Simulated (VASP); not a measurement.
# Pt in VASP: further runs

Runs on Pt. Level: PBE. Tasks: relaxation of the atoms.

All numbers are computed with VASP 6.6.1; they aren't measurements. Logs are shortened: lines on timing, memory, paths and dates and some standing lists are left out, and cuts for length are marked.

## 1. The cell of the first run

The cell holds a slab with vacuum, 16 atoms: a = 5.615 Å, b = 5.615 Å, c = 21.955 Å, α = 90.00°, β = 90.00°, γ = 90.00°.

## 2. Relaxation of the atoms, PBE

File INCAR:

```
SYSTEM = Pt
PREC = Accurate
ENCUT = 520
EDIFF = 1E-6
ISMEAR = 0
SIGMA = 0.1
LREAL = Auto
LASPH = .TRUE.
NELM = 100
ALGO = Normal
ISIF = 2
LWAVE = .FALSE.
LCHARG = .FALSE.
LDIPOL = .TRUE.
IDIPOL = 3
DIPOL = 0.5 0.5 0.500
GGA = PE
IBRION = 2
NSW = 90
EDIFFG = -0.03
LUSENCCL = .FALSE.
```

File KPOINTS:

```
regular mesh
0
G
  4 4 1
  0 0 0
```

File POSCAR:

```
Pt
1.0
    5.6145835603      0.0000000000      0.0000000000
    0.0000000000      5.6145835603      0.0000000000
    0.0000000000      0.0000000000     21.9551651636
Pt
16
Selective dynamics
Direct
    0.2500000000      0.2500000000      0.3643789487  F F F
    0.2500000000      0.7500000000      0.3643789487  F F F
    0.7500000000      0.2500000000      0.3643789487  F F F
    0.7500000000      0.7500000000      0.3643789487  F F F
    0.5000000000      0.5000000000      0.4547929829  F F F
    0.5000000000      0.0000000000      0.4547929829  F F F
    0.0000000000      0.5000000000      0.4547929829  F F F
    0.0000000000      0.0000000000      0.4547929829  F F F
    0.7500000000      0.7500000000      0.5452070171  T T T
    0.7500000000      0.2500000000      0.5452070171  T T T
    0.2500000000      0.7500000000      0.5452070171  T T T
    0.2500000000      0.2500000000      0.5452070171  T T T
    0.0000000000      0.0000000000      0.6356210513  T T T
    0.0000000000      0.5000000000      0.6356210513  T T T
    0.5000000000      0.0000000000      0.6356210513  T T T
    0.5000000000      0.5000000000      0.6356210513  T T T
```

Potentials or basis: VASP PAW PBE potentials, release 64 (Pt).

The run is started by

```bash
$ cat potpaw_PBE.64/Pt/POTCAR > POTCAR
$ mpirun -np 1 vasp_std > vasp.out
```

OUTCAR:

```text
SYSTEM = Pt
   PREC = Accurate
   ENCUT = 520
   EDIFF = 1E-6
   ISMEAR = 0
   LREAL = Auto
   LASPH = .TRUE.
   NELM = 100
   ISIF = 2
   GGA = PE
   IBRION = 2
   NSW = 90
   EDIFFG = -0.03

 ion  position               nearest neighbor table
   1  0.250  0.250  0.364-   5 2.81   6 2.81   7 2.81   8 2.81   2 2.81   3 2.81   2 2.81   3 2.81

   2  0.250  0.750  0.364-   5 2.81   6 2.81   7 2.81   8 2.81   1 2.81   4 2.81   1 2.81   4 2.81

   3  0.750  0.250  0.364-   5 2.81   6 2.81   7 2.81   8 2.81   1 2.81   4 2.81   4 2.81   1 2.81
[... 33 lines left out ...]
 A1 = (   5.6145835603,   0.0000000000,   0.0000000000)
 A2 = (   0.0000000000,   5.6145835603,   0.0000000000)
 A3 = (   0.0000000000,   0.0000000000,  21.9551651636)

Analysis of symmetry for initial positions (statically):
=====================================================================
 Subroutine PRICEL returns following result:

  LATTYP: Found a simple tetragonal cell.
 ALAT       =     2.8072917801
 C/A-ratio  =     7.8207635269
[... 12 lines left out ...]
 Subroutine GETGRP returns: Found 16 space group operations
 (whereof  8 operations were pure point group operations)
 out of a pool of 16 trial point group operations.

The static configuration has the point symmetry C_4v.
 The point group associated with its full space group is D_4h.

Analysis of symmetry for dynamics (positions and initial velocities):
=====================================================================
 Subroutine PRICEL returns following result:

  LATTYP: Found a simple tetragonal cell.
 ALAT       =     2.8072917801
 C/A-ratio  =     7.8207635269
[... 12 lines left out ...]
 Subroutine GETGRP returns: Found 16 space group operations
 (whereof  8 operations were pure point group operations)
 out of a pool of 16 trial point group operations.

The dynamic configuration has the point symmetry C_4v.
 The point group associated with its full space group is D_4h.

Analysis of constrained symmetry for selective dynamics:
=====================================================================
 Subroutine PRICEL returns following result:

  LATTYP: Found a simple tetragonal cell.
 ALAT       =     2.8072917801
 C/A-ratio  =     7.8207635269
[... 12 lines left out ...]
 Subroutine GETGRP returns: Found  8 space group operations
 (whereof  8 operations were pure point group operations)
 out of a pool of 16 trial point group operations.

The constrained configuration has the point symmetry C_4v.

 Subroutine INISYM returns: Found  8 space group operations
 (whereof  8 operations are pure point group operations),
 and found     4 'primitive' translations

----------------------------------------------------------------------------------------

                                     Primitive cell

  volume of cell :     173.0262

  direct lattice vectors                    reciprocal lattice vectors
     2.807291780  0.000000000  0.000000000     0.356215199  0.000000000  0.000000000
     0.000000000  2.807291780  0.000000000     0.000000000  0.356215199  0.000000000
     0.000000000  0.000000000 21.955165164     0.000000000  0.000000000  0.045547369

  length of vectors
     2.807291780  2.807291780 21.955165164     0.356215199  0.356215199  0.045547369

  position of ions in fractional coordinates (direct lattice)
     0.500000000  0.500000000  0.364378949
     0.000000000  0.000000000  0.454792983
     0.500000000  0.500000000  0.545207017
     0.000000000  0.000000000  0.635621051

  ion indices of the primitive-cell ions
   primitive index   ion index
                 1           1
                 2           5
                 3          12
                 4          13

[... 36 lines left out ...]
   total plane-waves  NPLWV = 296352
   dimension x,y,z NGX =    42 NGY =   42 NGZ =  168
   dimension x,y,z NGXF=    84 NGYF=   84 NGZF=  336
   ions per type =              16
   NGX,Y,Z   is equivalent  to a cutoff of  12.44, 12.44, 12.72 a.u.
   NGXF,Y,Z  is equivalent  to a cutoff of  24.87, 24.87, 25.44 a.u.
 SYSTEM =  Pt
   PREC   = accura    normal or accurate (medium, high low for compatibility)
   ISTART =      0    job   : 0-new  1-cont  2-samecut
   ICHARG =      2    charge: 1-file 2-atom 10-const
   ISPIN  =      1    spin polarized calculation?
   LNONCOLLINEAR =      F non collinear calculations
   LSORBIT =      F    spin-orbit coupling
   LASPH  =      T    aspherical Exc in radial PAW
   ENCUT  =  520.0 eV  38.22 Ry    6.18 a.u.  10.44 10.44 40.82*2*pi/ulx,y,z
   NELM   =    100;   NELMIN=  2; NELMDL= -5     # of ELM steps
   EDIFF  = 0.1E-05   stopping-criterion for ELM
   LREAL  =      T    real-space projection
   EDIFFG = -.3E-01   stopping-criterion for IOM
   NSW    =     90    number of steps for IOM
   IBRION =      2    ionic relax: 0-MD 1-quasi-New 2-CG
   NFREE  =      1    steps in history (QN), initial steepest desc. (CG)
   ISIF   =      2    stress and relaxation
   ISYM   =      2    0-nonsym 1-usesym 2-fastsym
   POTIM  = 0.5000    time-step for ionic-motion
   TEBEG  =    0.0;   TEEND  =   0.0 temperature during run
   PSTRESS=    0.0 pullay stress
   NELECT =     160.0000    total number of electrons
   NUPDOWN=      -1.0000    fix difference up-down
   EMIN   =  10.00;   EMAX   =-10.00  energy-range for DOS
   EFERMI =   0.00;   METHOD = LEGACY
   ISMEAR =     0;   SIGMA  =   0.10  broadening in eV -4-tet -1-fermi 0-gaus
   EFERMI_NEDOS =   21; number of points for ismear=-14 and -15
   IALGO  =     38    algorithm
   IMIX   =      4    mixing-type and parameters
     AMIX     =   0.40;   BMIX     =  1.00
     AMIX_MAG =   1.60;   BMIX_MAG =  1.00
  volume/ion in A,a.u.               =      43.26       291.91
  Fermi-wavevector in a.u.,A,eV,Ry     =   1.004749  1.898700 13.735359  1.009520
  Thomas-Fermi vector in A             =   2.137385
   LORBIT       =      0    0 simple, 1 ext, 2 COOP (PROOUT), +10 PAW based schemes
   GGA     = PE    functional components
   LHFCALC =     F    Hartree Fock is set to
   AEXX    =    0.0000 exact exchange contribution
   IVDW    =     0    specifies the selected vdW correction
   LEPSILON=     F    determine dielectric tensor
   LRPA    =     F    only Hartree local field effects (RPA)
 conjugate gradient relaxation of ions
 non-spin polarized calculation
 Gauss-broadening in eV      SIGMA  =   0.10
  energy-cutoff  :      520.00
  volume of cell :      692.10
 maximum number of plane-waves:     18677
 NGX is ok and might be reduce to    42
   NGX = 21   NGY = 21   NGZ = 81

--------------------------------------- Ionic step        1  -------------------------------------------

 number of electron     160.0000016 magnetization

 Free energy of the ion-electron system (eV)
  ---------------------------------------------------
  ext. energy  EPLUGINS =         0.00000000
  ---------------------------------------------------
  free energy    TOTEN  =       -90.19196711 eV

  energy without entropy =      -90.04613074  energy(sigma->0) =      -90.11904893

------------------------ aborting loop because EDIFF is reached ----------------------------------------

  FORCE on cell =-STRESS in cart. coord.  units (eV):
  Direction    XX          YY          ZZ          XY          YZ          ZX
  --------------------------------------------------------------------------------------
  -------------------------------------------------------------------------------------
  Total      -15.9659729    -15.9659729    -10.8935262      0.0000000      0.0000000      0.0000000
  in kB      -36.9601872    -36.9601872    -25.2178035      0.0000000      0.0000000      0.0000000
  external PRESSURE =     -33.0460593 kB  Pullay stress =       0.0000000 kB
[... 331 lines left out ...]
  FREE ENERGIE OF THE ION-ELECTRON SYSTEM (eV)
  ---------------------------------------------------
  free  energy   TOTEN  =       -90.3061999940 eV

  energy  without entropy=      -90.1845627686  energy(sigma->0) =      -90.24538138

 dipolmoment           0.000000      0.000000      0.001041 electrons x Angstroem

--------------------------------------- Ionic step        8  -------------------------------------------

 number of electron     160.0000017 magnetization

------------------------ aborting loop because EDIFF is reached ----------------------------------------

 vacuum level on the upper side and lower side of the slab       (xc-potential included)        -0.057         0.002

  FORCE on cell =-STRESS in cart. coord.  units (eV):
  Direction    XX          YY          ZZ          XY          YZ          ZX
  --------------------------------------------------------------------------------------
  -------------------------------------------------------------------------------------
  Total      -10.6541842    -10.6541842     -4.3155470      0.0000000      0.0000000      0.0000000
  in kB      -24.6637423    -24.6637423     -9.9902102      0.0000000      0.0000000      0.0000000
  external PRESSURE =     -19.7725649 kB  Pullay stress =       0.0000000 kB
[... 37 lines left out ...]
--------------------------------------- Ionic step        9  -------------------------------------------

 number of electron     160.0000017 magnetization

 dipolmoment           0.000000      0.000000     -0.003213 electrons x Angstroem

 Free energy of the ion-electron system (eV)
  ---------------------------------------------------
  ext. energy  EPLUGINS =         0.00000000
  ---------------------------------------------------
  free energy    TOTEN  =       -90.30654998 eV

  energy without entropy =      -90.18451807  energy(sigma->0) =      -90.24553402

 E-fermi :   0.2487     XC(G=0):  -5.6228

 val. band max:        0.2253688877   @ k =   0.0000   0.0000   0.0000
 cond. band min:       0.2868457693   @ k =   0.2500   0.2500   0.0000
 fundamental gap:      0.0614768816
 Fermi energy:         0.2487405435

 k-point     1 :       0.0000    0.0000    0.0000
  band No.  band energies     occupation
      1      -9.0163      2.00000
      2      -7.1983      2.00000
      3      -6.4273      2.00000
      4      -6.4273      2.00000
      5      -6.3721      2.00000
      6      -6.3721      2.00000
[... 559 lines left out ...]
     91       2.1659      0.00000
     92       2.1659      0.00000
 [bands above 92 left out]

------------------------ aborting loop because EDIFF is reached ----------------------------------------

 vacuum level on the upper side and lower side of the slab       (xc-potential included)        -0.104        -0.079

  FORCE on cell =-STRESS in cart. coord.  units (eV):
  Direction    XX          YY          ZZ          XY          YZ          ZX
  --------------------------------------------------------------------------------------
  -------------------------------------------------------------------------------------
  Total      -10.5278898    -10.5278898     -4.1077121      0.0000000      0.0000000      0.0000000
  in kB      -24.3713791    -24.3713791     -9.5090859      0.0000000      0.0000000      0.0000000
  external PRESSURE =     -19.4172814 kB  Pullay stress =       0.0000000 kB
[... 31 lines left out ...]
  FREE ENERGIE OF THE ION-ELECTRON SYSTEM (eV)
  ---------------------------------------------------
  free  energy   TOTEN  =       -90.3065499788 eV

  energy  without entropy=      -90.1845180679  energy(sigma->0) =      -90.24553402

 reached required accuracy - stopping structural energy minimisation

 vacuum level on the upper side and lower side of the slab         5.707         5.734
```

Run time: 14 min. Hardware: 1 × NVIDIA H100 80GB with 1 thread of AMD EPYC 7R13 (Zen 3), shared host; peak memory 1.7 GiB.

Results:

| Quantity | Value |
| --- | --- |
| Free energy | -90.3065 eV |
| Energy gained by relaxing | 7.2 meV/atom |
| Ionic steps | 9 |
| Band gap on the k mesh | zero (bands 80 and 81 overlap by 0.60 eV) |

The path:
```tsv
step	energy change (eV)	largest force on free atoms (eV/Å)	pressure (GPa)
1	0.0000	0.5177	-3.30
2	-0.0450	0.3128	-3.04
3	-0.0571	0.2985	-2.80
4	-0.0771	0.2536	-2.63
5	-0.1118	0.1033	-2.07
6	-0.1143	0.0401	-1.89
7	-0.1142	0.0489	-1.91
8	-0.1143	0.0364	-1.98
9	-0.1146	0.0036	-1.94
```

Final structure:
```
Pt
1.0
     5.61458    0.00000    0.00000
     0.00000    5.61458    0.00000
     0.00000    0.00000   21.95517
Pt
16
Direct
  0.25000 0.25000 0.36438
  0.25000 0.75000 0.36438
  0.75000 0.25000 0.36438
  0.75000 0.75000 0.36438
  0.50000 0.50000 0.45479
  0.50000 0.00000 0.45479
  0.00000 0.50000 0.45479
  0.00000 0.00000 0.45479
  0.75000 0.75000 0.54315
  0.75000 0.25000 0.54315
  0.25000 0.75000 0.54315
  0.25000 0.25000 0.54315
  0.00000 0.00000 0.62999
  0.00000 0.50000 0.62999
  0.50000 0.00000 0.62999
  0.50000 0.50000 0.62999
```

Caveat: spin-orbit coupling is left out, which moves the levels of the heavy elements.

## 3. Relaxation of the atoms, PBE

This run uses another cell than the first one.

File INCAR:

```
PREC     = Accurate       # precision mode
ENCUT    = 520            # plane-wave cutoff, eV
EDIFF    = 1E-6           # SCF threshold, eV
ISMEAR   = 0              # smearing method
SIGMA    = 0.1            # smearing width, eV
LREAL    = Auto         
LASPH    = T              # aspherical terms in the spheres
NELM     = 80             # most SCF steps
ALGO     = Normal         # electronic algorithm
ISIF     = 2              # what is computed and relaxed
LWAVE    = F              # write WAVECAR
LCHARG   = F              # write CHGCAR
LDIPOL   = T            
IDIPOL   = 3            
DIPOL    = 0.5 0.5 0.500
GGA      = PE             # functional
IBRION   = 2              # ionic algorithm
NSW      = 90             # ionic steps
EDIFFG   = -0.03          # ionic threshold
LUSENCCL = F
```

File KPOINTS:

```
regular mesh
0
Gamma
  5 5 1
```

File POSCAR:

```
Pt
1.0
    5.6145835603      0.0000000000      0.0000000000
    0.0000000000      5.6145835603      0.0000000000
    0.0000000000      0.0000000000     22.9551651636
Pt
16
Selective dynamics
Direct
    0.2500000000      0.2500000000      0.3702870330  F F F
    0.2500000000      0.7500000000      0.3702870330  F F F
    0.7500000000      0.2500000000      0.3702870330  F F F
    0.7500000000      0.7500000000      0.3702870330  F F F
    0.5000000000      0.5000000000      0.4567623443  F F F
    0.5000000000      0.0000000000      0.4567623443  F F F
    0.0000000000      0.5000000000      0.4567623443  F F F
    0.0000000000      0.0000000000      0.4567623443  F F F
    0.7500000000      0.7500000000      0.5432376557  T T T
    0.7500000000      0.2500000000      0.5432376557  T T T
    0.2500000000      0.7500000000      0.5432376557  T T T
    0.2500000000      0.2500000000      0.5432376557  T T T
    0.0000000000      0.0000000000      0.6297129670  T T T
    0.0000000000      0.5000000000      0.6297129670  T T T
    0.5000000000      0.0000000000      0.6297129670  T T T
    0.5000000000      0.5000000000      0.6297129670  T T T
```

Potentials or basis: VASP PAW PBE potentials, release 64 (Pt).

The run is started by

```bash
$ cat potpaw_PBE.64/Pt/POTCAR > POTCAR
$ mpirun -np 1 vasp_std > vasp.out
```

Run time: 8.5 min. Hardware: 1 × NVIDIA H100 80GB with 1 thread of AMD EPYC 7R13 (Zen 3), shared host; peak memory 1.7 GiB.

The run converged. Its results:

* Free energy: -90.4438 eV
* Energy gained by relaxing: 3.9 meV/atom
* Ionic steps: 7
* Band gap on the k mesh: zero (bands 80 and 81 overlap by 0.61 eV)

The path:
```csv
step,energy change (eV),largest force on free atoms (eV/Å),pressure (GPa)
1,0.0000,0.3944,-3.23
2,-0.0266,0.2257,-3.04
3,-0.0329,0.1955,-2.89
4,-0.0420,0.1608,-2.78
5,-0.0598,0.0628,-2.45
6,-0.0430,0.1668,-1.72
7,-0.0619,0.0101,-2.27
```

Final structure:
```
CELL_PARAMETERS angstrom
5.61458 0.00000 0.00000
0.00000 5.61458 0.00000
0.00000 0.00000 22.95517
ATOMIC_POSITIONS crystal
Pt 0.25000 0.25000 0.37029
Pt 0.25000 0.75000 0.37029
Pt 0.75000 0.25000 0.37029
Pt 0.75000 0.75000 0.37029
Pt 0.50000 0.50000 0.45676
Pt 0.50000 0.00000 0.45676
Pt 0.00000 0.50000 0.45676
Pt 0.00000 0.00000 0.45676
Pt 0.75000 0.75000 0.54196
Pt 0.75000 0.25000 0.54196
Pt 0.25000 0.75000 0.54196
Pt 0.25000 0.25000 0.54196
Pt 0.00000 0.00000 0.62571
Pt 0.00000 0.50000 0.62571
Pt 0.50000 0.00000 0.62571
Pt 0.50000 0.50000 0.62571
```

Levels at points of the mesh, in eV from the Fermi level:
| k point | band 76 | band 77 | band 78 | band 79 | band 80 | band 81 | band 82 | band 83 |
| --- | --- | --- | --- | --- | --- | --- | --- | --- |
| (0.00, 0.00, 0.00) | -0.04 | 0.10 | 0.24 | 0.24 | 0.36 | 0.40 | 0.41 | 0.89 |

Caveat: spin-orbit coupling is left out, which moves the levels of the heavy elements.

The gap in the log of VASP goes by the Fermi energy; the results here count the filled bands.